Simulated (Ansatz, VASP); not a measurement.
# One calculation of CaB6, two programs

```xyz
7
Lattice="4.1273 0.0000 0.0000 0.0000 4.1273 0.0000 0.0000 0.0000 4.1273" Properties=species:S:1:pos:R:3 pbc="T T T"
Ca    2.0637    2.0637    2.0637
B     0.0000    0.0000    1.2315
B     0.0000    0.0000    2.8958
B     1.2315    0.0000    0.0000
B     2.8958    0.0000    0.0000
B     0.0000    1.2315    0.0000
B     0.0000    2.8958    0.0000
```

Alike in both runs: task relaxation of cell and atoms; functional PBEsol; k mesh 10 × 10 × 10; occupations gaussian, width 0.1 eV; no spin polarisation.

|  | VASP | Ansatz |
| --- | --- | --- |
| version | VASP 6.6.1 | Ansatz 0.2.0 |
| potentials or method | VASP PAW PBE potentials, release 64 (Ca_sv, B), cutoff 600 eV | scalar-relativistic, plane waves, PAW |
| valence electrons in the cell | 28 | 28 |

```tsv
	VASP	Ansatz	Ansatz less VASP
gap on the k mesh at the Fermi level, each at its own relaxed structure (eV)	0.05	0.04	-0.006
relaxed volume (Å³/atom)	10.06	10.04	-0.017
relaxed cell length with the largest relative difference (Å)	4.130	4.127	-0.0024
```

VASP's potentials were made for PBE, not for PBEsol.
